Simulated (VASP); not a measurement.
Input of a VASP 6.6.1 run:

INCAR

```
ALGO = Normal
EDIFF = 1E-6
ENCUT = 520
GGA = PS
ISIF = 2
ISMEAR = 0
LASPH = True
LCHARG = False
LREAL = False
LWAVE = False
NBANDS = 16
NELM = 60
PREC = Accurate
SIGMA = 0.15
```

The input KPOINTS:

```
k-points
0
Gamma
  16 16 16
```

The input POSCAR:

```
ZrS
1.0
    0.0000000000      2.6906250000      2.6250000000
    2.6250000000      0.0000000000      2.6250000000
    2.6250000000      2.6906250000      0.0000000000
Zr S
1 1
Direct
    0.0000000000      0.0000000000      0.0000000000
    0.5000000000      0.5000000000      0.5000000000
```

Potentials or basis: VASP PAW PBE potentials, release 64 (Zr_sv, S).

Launch:

```sh
$ cat potpaw_PBE.64/Zr_sv/POTCAR potpaw_PBE.64/S/POTCAR > POTCAR
$ mpirun -np 1 vasp_std > vasp.out
```

Problem. Estimate the pressure.

Solution. -8.8 GPa.

Problem. What does it give for the band gap on the k mesh?

Solution. Zero (bands 9 and 10 overlap by 2.59 eV).

Stress tensor (GPa, compression positive):
```
 -7.27   0.00   0.00
  0.00 -11.95   0.00
  0.00   0.00  -7.27
```

Caveat: the cell differs from its parent crystal (strain +0.0250 x Voigt [0, 1, 0, 0, 0, 0]); the cell stands under tension; the PAW data sets were made with another functional, which shifts forces and pressure a little.
